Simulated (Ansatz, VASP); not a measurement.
# AlN: VASP beside Ansatz

```
CELL_PARAMETERS angstrom
-3.11356 0.00000 0.00000
0.00000 5.39284 0.00000
1.55678 -2.69642 -4.98335
ATOMIC_POSITIONS crystal
Al 0.99924 0.33498 0.99849
Al 0.49924 0.83498 0.99849
Al 0.24924 0.91350 0.49849
Al 0.74924 0.41350 0.49849
N 0.80826 0.14678 0.61651
N 0.30826 0.64678 0.61651
N 0.05826 0.71973 0.11651
N 0.55826 0.21973 0.11651
```

Change from the starting cell: mode 4 frozen in at +0.000 Å and mode 15 at +0.028 Å (largest displacements).

Alike in both runs: task single point; functional PBEsol; k mesh 8 × 8 × 8; occupations gaussian, width 0.05 eV; no spin polarisation.

```csv
,VASP,Ansatz
version,VASP 6.6.1,Ansatz 0.2.0
potentials or method,"VASP PAW PBE potentials, release 64 (Al, N), cutoff 520 eV","scalar-relativistic, plane waves, PAW"
valence electrons in the cell,32,32
```

|  | VASP | Ansatz | Ansatz less VASP |
| --- | --- | --- | --- |
| gap on the k mesh at the Fermi level (eV) | 4.11 | 4.09 | -0.015 |
| least direct gap on the mesh (eV) | 4.11 | 4.09 | -0.015 |
| pressure (GPa) | 0.2 | 0.3 | +0.04 |
| traceless stress, the component that is largest in VASP (GPa) | 3.39 | 3.35 | -0.046 |
| rms of the force components (eV/Å) | 0.366 | 0.362 | -0.0033 |

VASP's potentials were made for PBE, not for PBEsol, and Ansatz warns of the same on its side. Atom by atom the forces differ by 0.003 eV/Å (rms over components).
